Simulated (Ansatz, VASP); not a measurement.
## One calculation of BN, two programs

```xyz
8
Lattice="4.3563 0.0000 0.0000 0.0000 4.3563 0.0000 0.0000 0.0000 2.3198" Properties=species:S:1:pos:R:3 pbc="T T T"
B     0.7592    3.5971    1.1599
B     1.4189    1.4189    0.0000
B     2.9374    2.9374    0.0000
B     3.5971    0.7592    1.1599
N     3.5400    3.5400    1.1599
N     1.3618    2.9945    0.0000
N     2.9945    1.3618    0.0000
N     0.8163    0.8163    1.1599
```

Alike in both runs: task single point; functional PBE; k mesh 6 × 6 × 10; occupations gaussian, width 0.05 eV; no spin polarisation.

```csv
,VASP,Ansatz
version,VASP 6.6.1,Ansatz 0.2.0
potentials or method,"VASP PAW PBE potentials, release 64 (B, N), cutoff 520 eV","scalar-relativistic, plane waves, PAW"
valence electrons in the cell,32,32
```

|  | VASP | Ansatz | Ansatz less VASP |
| --- | --- | --- | --- |
| gap on the k mesh at the Fermi level (eV) | 4.56 | 4.57 | +0.018 |
| least direct gap on the mesh (eV) | 6.05 | 6.06 | +0.017 |
| rms of the force components (eV/Å) | 0.536 | 0.527 | -0.0086 |

Atom by atom the forces differ by 0.009 eV/Å (rms over components). With one functional, cell and mesh, what is left measures potentials, basis and numerics.
